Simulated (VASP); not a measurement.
# Y2HfF (Cmmm) in VASP: relaxation of cell and atoms with PBE

Aim: the relaxation of cell and atoms of Y2HfF with PBE.

Program: VASP 6.6.1. These are calculated values, not measurements. Logs are shortened: lines on timing, memory, paths and dates and some standing lists are left out, and cuts for length are marked.

## Step 1: The cell of the first run

It takes space group Cmmm (No. 65, orthorhombic). Conventional cell: a = 4.361 Å, b = 5.214 Å, c = 8.478 Å, α = 90.00°, β = 90.00°, γ = 90.00°. Y (site symmetry mm2) has 4 F at 2.57 to 2.94 Å and 5 Y at 2.71 to 3.40 Å within 3.4 Å. Within 4.5 Å of Hf (site symmetry mmm) lie 6 Hf at 3.40 to 4.36 Å and 8 Y at 3.62 to 3.89 Å and 2 F at 4.24 Å. F (site symmetry mmm) has 8 Y at 2.57 to 2.94 Å and 4 F at 3.40 Å within 3.4 Å.

The cell was built from a structure type or drawn by symmetry, and may not be a known phase.

## Step 2: Relaxation of cell and atoms, PBE

Input file INCAR:

```
  PREC = Accurate
  ENCUT = 600
  EDIFF = 1E-6
  ISMEAR = 0
  SIGMA = 0.1
  LREAL = F
  LASPH = T
  NELM = 80
  ALGO = Normal
  ISIF = 3
  LWAVE = F
  LCHARG = F
  GGA = PE
  IBRION = 2
  NSW = 90
  EDIFFG = -0.04
```

Input file KPOINTS:

```
Automatic mesh
0
Gamma
  6 6 2
```

Input file POSCAR:

```
Y2HfF
1.0
    2.1804683100     -2.6071807100      0.0000000000
    2.1804683100      2.6071807100      0.0000000000
    0.0000000000      0.0000000000      8.4778799600
Y Hf F
2 1 1
Direct
    0.5000000000      0.5000000000      0.3403234300
    0.5000000000      0.5000000000      0.6596765700
    0.0000000000      0.0000000000      0.0000000000
    0.0000000000      0.0000000000      0.5000000000
```

Potentials or basis: VASP PAW PBE potentials, release 64 (Y_sv, Hf_pv, F).

Command:

```console
$ cat potpaw_PBE.64/Y_sv/POTCAR potpaw_PBE.64/Hf_pv/POTCAR potpaw_PBE.64/F/POTCAR > POTCAR
$ mpirun -np 1 vasp_std > vasp.out
```

OUTCAR:

```text
PREC = Accurate
   ENCUT = 600
   EDIFF = 1E-6
   ISMEAR = 0
   LREAL = F
   LASPH = T
   NELM = 80
   ISIF = 3
   GGA = PE
   IBRION = 2
   NSW = 90
   EDIFFG = -0.04

 ion  position               nearest neighbor table
   1  0.500  0.500  0.340-   4 2.57   4 2.57   2 2.71   4 2.94   4 2.94   3 3.62   3 3.62   3 3.89
                             3 3.89   2 4.35   2 4.35   2 4.35   2 4.35
   2  0.500  0.500  0.660-   4 2.57   4 2.57   1 2.71   4 2.94   4 2.94   3 3.62   3 3.62   3 3.89
                             3 3.89   1 4.35   1 4.35   1 4.35   1 4.35
   3  0.000  0.000  0.000-   1 3.62   2 3.62   1 3.62   2 3.62   1 3.89   2 3.89   1 3.89   2 3.89

   4  0.000  0.000  0.500-   1 2.57   2 2.57   1 2.57   2 2.57   1 2.94   2 2.94   1 2.94   2 2.94

  LATTYP: Found a base centered orthorhombic cell.
 ALAT       =     4.3609366200
 B/A-ratio  =     1.1956975931
 C/A-ratio  =     1.9440502577

  Lattice vectors:

 A1 = (   2.1804683100,  -2.6071807100,   0.0000000000)
 A2 = (   2.1804683100,   2.6071807100,   0.0000000000)
 A3 = (   0.0000000000,   0.0000000000,   8.4778799600)

Analysis of symmetry for initial positions (statically):
=====================================================================
 Subroutine PRICEL returns:
 Original cell was already a primitive cell.

 Routine SETGRP: Setting up the symmetry group for a
 base centered orthorhombic supercell.

 Subroutine GETGRP returns: Found  8 space group operations
 (whereof  8 operations were pure point group operations)
 out of a pool of  8 trial point group operations.

The static configuration has the point symmetry D_2h.

Analysis of symmetry for dynamics (positions and initial velocities):
=====================================================================
 Subroutine PRICEL returns:
 Original cell was already a primitive cell.

 Routine SETGRP: Setting up the symmetry group for a
 base centered orthorhombic supercell.

 Subroutine GETGRP returns: Found  8 space group operations
 (whereof  8 operations were pure point group operations)
 out of a pool of  8 trial point group operations.

The dynamic configuration has the point symmetry D_2h.

 Subroutine INISYM returns: Found  8 space group operations
 (whereof  8 operations are pure point group operations),
 and found     1 'primitive' translations

----------------------------------------------------------------------------------------

                                     Primitive cell

  volume of cell :      96.3914

  direct lattice vectors                    reciprocal lattice vectors
     2.180468310 -2.607180710  0.000000000     0.229308538 -0.191778038  0.000000000
     2.180468310  2.607180710  0.000000000     0.229308538  0.191778038  0.000000000
     0.000000000  0.000000000  8.477879960     0.000000000  0.000000000  0.117954017

  length of vectors
     3.398798803  3.398798803  8.477879960     0.298933473  0.298933473  0.117954017

  position of ions in fractional coordinates (direct lattice)
     0.500000000  0.500000000  0.340323430
     0.500000000  0.500000000  0.659676570
     0.000000000  0.000000000  0.000000000
     0.000000000  0.000000000  0.500000000

  ion indices of the primitive-cell ions
   primitive index   ion index
                 1           1
                 2           2
                 3           3
                 4           4

----------------------------------------------------------------------------------------

 KPOINTS: Automatic mesh

Automatic generation of k-mesh.
 Grid dimensions read from file:
 generate k-points for:    6    6    2

 Generating k-lattice:

  Cartesian coordinates                     Fractional coordinates (reciprocal lattice)
     0.038218090 -0.031963006  0.000000000     0.166666667 -0.000000000  0.000000000
     0.038218090  0.031963006  0.000000000    -0.000000000  0.166666667  0.000000000
     0.000000000  0.000000000  0.058977009     0.000000000  0.000000000  0.500000000

  Length of vectors
     0.049822245  0.049822245  0.058977009

  Shift w.r.t. Gamma in fractional coordinates (k-lattice)
     0.000000000  0.000000000  0.000000000

 Subroutine IBZKPT returns following result:
 ===========================================

 Found     26 irreducible k-points:

 Following reciprocal coordinates:
            Coordinates               Weight
  0.000000  0.000000  0.000000      1.000000
  0.166667 -0.000000  0.000000      4.000000
  0.333333  0.000000  0.000000      4.000000
  0.500000  0.000000  0.000000      2.000000
  0.166667  0.166667  0.000000      2.000000
  0.333333  0.166667  0.000000      4.000000
[... 16 lines left out ...]
  0.333333  0.333333  0.500000      2.000000
  0.500000  0.333333  0.500000      4.000000
 [... further k-points ...]
   k-points           NKPTS =     26   k-points in BZ     NKDIM =     26   number of bands    NBANDS=     23
   number of dos      NEDOS =    301   number of ions     NIONS =      4
   total plane-waves  NPLWV =  54880
   dimension x,y,z NGX =    28 NGY =   28 NGZ =   70
   dimension x,y,z NGXF=    56 NGYF=   56 NGZF=  140
   ions per type =               2   1   1
   NGX,Y,Z   is equivalent  to a cutoff of  13.70, 13.70, 13.73 a.u.
   NGXF,Y,Z  is equivalent  to a cutoff of  27.39, 27.39, 27.45 a.u.
 SYSTEM =  unknown system
   PREC   = accura    normal or accurate (medium, high low for compatibility)
   ISTART =      0    job   : 0-new  1-cont  2-samecut
   ICHARG =      2    charge: 1-file 2-atom 10-const
   ISPIN  =      1    spin polarized calculation?
   LNONCOLLINEAR =      F non collinear calculations
   LSORBIT =      F    spin-orbit coupling
   LASPH  =      T    aspherical Exc in radial PAW
   ENCUT  =  600.0 eV  44.10 Ry    6.64 a.u.   6.79  6.79 16.93*2*pi/ulx,y,z
   NELM   =     80;   NELMIN=  2; NELMDL= -5     # of ELM steps
   EDIFF  = 0.1E-05   stopping-criterion for ELM
   LREAL  =      F    real-space projection
   EDIFFG = -.4E-01   stopping-criterion for IOM
   NSW    =     90    number of steps for IOM
   IBRION =      2    ionic relax: 0-MD 1-quasi-New 2-CG
   NFREE  =      1    steps in history (QN), initial steepest desc. (CG)
   ISIF   =      3    stress and relaxation
   ISYM   =      2    0-nonsym 1-usesym 2-fastsym
   POTIM  = 0.5000    time-step for ionic-motion
   TEBEG  =    0.0;   TEEND  =   0.0 temperature during run
   PSTRESS=    0.0 pullay stress
   NELECT =      39.0000    total number of electrons
   NUPDOWN=      -1.0000    fix difference up-down
   EMIN   =  10.00;   EMAX   =-10.00  energy-range for DOS
   EFERMI =   0.00;   METHOD = LEGACY
   ISMEAR =     0;   SIGMA  =   0.10  broadening in eV -4-tet -1-fermi 0-gaus
   EFERMI_NEDOS =   21; number of points for ismear=-14 and -15
   IALGO  =     38    algorithm
   IMIX   =      4    mixing-type and parameters
     AMIX     =   0.40;   BMIX     =  1.00
     AMIX_MAG =   1.60;   BMIX_MAG =  1.00
  volume/ion in A,a.u.               =      24.10       162.62
  Fermi-wavevector in a.u.,A,eV,Ry     =   1.210831  2.288139 19.947671  1.466112
  Thomas-Fermi vector in A             =   2.346366
   LORBIT       =      0    0 simple, 1 ext, 2 COOP (PROOUT), +10 PAW based schemes
   GGA     = PE    functional components
   LHFCALC =     F    Hartree Fock is set to
   AEXX    =    0.0000 exact exchange contribution
   IVDW    =     0    specifies the selected vdW correction
   LEPSILON=     F    determine dielectric tensor
   LRPA    =     F    only Hartree local field effects (RPA)
 conjugate gradient relaxation of ions
 non-spin polarized calculation
 Gauss-broadening in eV      SIGMA  =   0.10
  energy-cutoff  :      600.00
  volume of cell :       96.39
 maximum number of plane-waves:      3268
   NGX = 13   NGY = 13   NGZ = 33

--------------------------------------- Ionic step        1  -------------------------------------------

 number of electron      38.9999994 magnetization

 Free energy of the ion-electron system (eV)
  ---------------------------------------------------
  ext. energy  EPLUGINS =         0.00000000
  ---------------------------------------------------
  free energy    TOTEN  =       -25.95881069 eV

  energy without entropy =      -25.93033880  energy(sigma->0) =      -25.94457474

 E-fermi :   3.8370     XC(G=0):  -9.9759

 val. band max:        3.8343853671   @ k =   0.5000   0.3333   0.5000
 cond. band min:       3.8839510005   @ k =   0.5000   0.1667   0.0000
 fundamental gap:      0.0495656334
 Fermi energy:         3.8369533264

 k-point     1 :       0.0000    0.0000    0.0000
  band No.  band energies     occupation
      1     -39.4331      2.00000
      2     -39.1723      2.00000
      3     -27.5292      2.00000
      4     -27.4366      2.00000
      5     -27.3761      2.00000
      6     -22.5788      2.00000
[... 613 lines left out ...]
     22       4.6221      0.00000
     23       5.2331      0.00000

 [... further k-points ...]

------------------------ aborting loop because EDIFF is reached ----------------------------------------

  FORCE on cell =-STRESS in cart. coord.  units (eV):
  Direction    XX          YY          ZZ          XY          YZ          ZX
  --------------------------------------------------------------------------------------
  -------------------------------------------------------------------------------------
  Total       -4.6694681     -2.6046450      0.0210513     -0.0000000      0.0000000      0.0000000
  in kB      -77.6139566    -43.2933258      0.3499056     -0.0000000      0.0000000      0.0000000
  external PRESSURE =     -40.1857923 kB  Pullay stress =       0.0000000 kB
[... 95 lines left out ...]
  FREE ENERGIE OF THE ION-ELECTRON SYSTEM (eV)
  ---------------------------------------------------
  free  energy   TOTEN  =       -27.6846647949 eV

  energy  without entropy=      -27.6550849499  energy(sigma->0) =      -27.66987487

[... ionic steps 4 to 25 ...]

--------------------------------------- Ionic step       26  -------------------------------------------

 number of electron      38.9999995 magnetization

------------------------ aborting loop because EDIFF is reached ----------------------------------------
[... 71 lines left out ...]
--------------------------------------- Ionic step       28  -------------------------------------------

 number of electron      38.9999994 magnetization

 Free energy of the ion-electron system (eV)
  ---------------------------------------------------
  ext. energy  EPLUGINS =         0.00000000
  ---------------------------------------------------
  free energy    TOTEN  =       -28.16735243 eV

  energy without entropy =      -28.14070887  energy(sigma->0) =      -28.15403065

 E-fermi :   4.2433     XC(G=0): -10.1417

 val. band max:        4.2201444638   @ k =   0.1667   0.1667   0.5000
 cond. band min:       4.2541670722   @ k =   0.5000   0.1667   0.0000
 fundamental gap:      0.0340226084
 Fermi energy:         4.2432565678

 k-point     1 :       0.0000    0.0000    0.0000
  band No.  band energies     occupation
      1     -38.6381      2.00000
      2     -38.6331      2.00000
      3     -26.4148      2.00000
      4     -26.2077      2.00000
      5     -26.1624      2.00000
      6     -21.6012      2.00000
[... 613 lines left out ...]
     22       5.5888      0.00000
     23       5.6316      0.00000

 [... further k-points ...]

------------------------ aborting loop because EDIFF is reached ----------------------------------------

  FORCE on cell =-STRESS in cart. coord.  units (eV):
  Direction    XX          YY          ZZ          XY          YZ          ZX
  --------------------------------------------------------------------------------------
  -------------------------------------------------------------------------------------
  Total       -0.0156914     -0.0100743      0.0759360      0.0000000      0.0000000      0.0000000
  in kB       -0.2772242     -0.1779850      1.3415843      0.0000000      0.0000000      0.0000000
  external PRESSURE =       0.2954584 kB  Pullay stress =       0.0000000 kB
[... 19 lines left out ...]
  FREE ENERGIE OF THE ION-ELECTRON SYSTEM (eV)
  ---------------------------------------------------
  free  energy   TOTEN  =       -28.1673524267 eV

  energy  without entropy=      -28.1407088690  energy(sigma->0) =      -28.15403065

 reached required accuracy - stopping structural energy minimisation
```

Wall time 18 min (1 thread of Intel Xeon Platinum 8488C (Sapphire Rapids), shared host); peak memory 0.28 GiB.

What came out:

| Quantity | Value |
| --- | --- |
| Free energy | -28.1674 eV |
| Relaxed volume | 22.67 Å³/atom |
| Relaxed cell | a = 3.347 Å, b = 3.347 Å, c = 9.182 Å, α = 90.00°, β = 90.00°, γ = 118.14° |
| Space group after relaxing (to 0.1 Å) | Cmmm (No. 65) |
| Energy gained by relaxing | 552.1 meV/atom |
| Ionic steps | 28 |
| Pressure after relaxing | 0.0 GPa |
| Largest force after relaxing | 0.020 eV/Å |
| Band gap on the k mesh | zero (an odd number of electrons rules out a gap without spin polarisation) |

Forces in eV/Å, atoms in the order of the input:
```
Y    0.000  0.000  0.020
Y    0.000  0.000 -0.020
Hf   0.000  0.000  0.000
F    0.000  0.000  0.000
```

Step by step:
```tsv
step	energy change (eV)	largest force (eV/Å)	pressure (GPa)	volume (Å³)
1	0.0000	3.8656	-4.02	96.39
2	-1.3474	2.1963	-0.79	88.13
3	-1.7259	0.9988	4.57	82.03
4	-1.7302	0.8049	5.81	81.04
5	-2.0579	0.3038	-0.05	89.18
6	-2.0727	0.1878	-1.24	91.45
7	-2.0945	0.0918	0.14	89.99
8	-2.0945	0.0865	0.09	90.02
9	-2.1025	0.0933	0.12	89.99
10	-2.1166	0.1414	0.28	89.81
11	-2.1482	0.3961	1.06	89.07
12	-1.7226	0.7467	3.98	85.92
13	-2.1524	0.4107	1.18	88.92
14	-2.1529	0.4284	1.31	88.73
15	-2.1551	0.4223	1.24	88.83
16	-2.1580	0.4095	1.08	89.03
17	-2.1568	0.3874	0.79	89.40
18	-2.1586	0.4001	0.98	89.18
19	-2.1633	0.3850	0.89	89.32
20	-2.1757	0.3400	0.58	89.73
21	-2.1934	0.2528	0.06	90.57
22	-2.2024	0.0859	-0.93	92.23
23	-2.2033	0.1234	-0.71	91.85
24	-2.2057	0.1083	-0.45	91.44
25	-2.2075	0.0757	0.12	90.63
26	-2.2075	0.0781	0.10	90.68
27	-2.2080	0.0564	0.06	90.68
28	-2.2085	0.0200	0.03	90.69
```

Final structure:
```cif
data_structure
_symmetry_space_group_name_H-M 'P 1'
_symmetry_Int_Tables_number 1
_cell_length_a 3.3468
_cell_length_b 3.3468
_cell_length_c 9.1816
_cell_angle_alpha 90.000
_cell_angle_beta 90.000
_cell_angle_gamma 118.138
_cell_volume 90.69
loop_
_atom_site_label
_atom_site_type_symbol
_atom_site_fract_x
_atom_site_fract_y
_atom_site_fract_z
_atom_site_occupancy
Y1 Y 0.50000 0.50000 0.28671 1
Y2 Y 0.50000 0.50000 0.71329 1
Hf1 Hf 0.00000 0.00000 0.00000 1
F1 F 0.00000 0.00000 0.50000 1
```

Caveat: the k points lie up to 0.35 Å⁻¹ apart in the final cell, too coarse for converged energies and pressures of a metal; spin-orbit coupling is left out, which moves the levels of the heavy elements; an odd number of electrons without spin polarisation forces a metal; a magnetic or distorted state may lie lower.
